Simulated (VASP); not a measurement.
Here is a VASP 6.6.1 calculation.

File INCAR:

```
PREC     = Accurate       # precision mode
ENCUT    = 520            # plane-wave cutoff, eV
EDIFF    = 1E-6           # SCF threshold, eV
ISMEAR   = -1             # smearing method
SIGMA    = 0.1            # smearing width, eV
LREAL    = False          # projectors in reciprocal space
LASPH    = True           # aspherical terms in the spheres
NELM     = 100            # most SCF steps
ALGO     = Normal         # electronic algorithm
ISIF     = 2              # what is computed and relaxed
LWAVE    = False          # write WAVECAR
LCHARG   = True           # write CHGCAR
LELF     = True           # ELF
LVHAR    = True         
NBANDS   = 16             # bands
```

File KPOINTS:

```
Automatic mesh
0
Gamma
  11 11 11
```

File POSCAR:

```
TiN
1.0
    0.0000000000      2.0646425224      2.0646425224
    2.0646425224      0.0000000000      2.0646425224
    2.0646425224      2.0646425224      0.0000000000
Ti N
1 1
Direct
    0.0000000000      0.0000000000      0.0000000000
    0.5000000000      0.5000000000      0.5000000000
```

Potentials or basis: VASP PAW LDA potentials, release 64 (Ti_sv, N).

The run is started by

```bash
$ cat potpaw_LDA.64/Ti_sv/POTCAR potpaw_LDA.64/N/POTCAR > POTCAR
$ mpirun -np 1 vasp_std > vasp.out
```

Predict the pressure.

11.8 GPa.
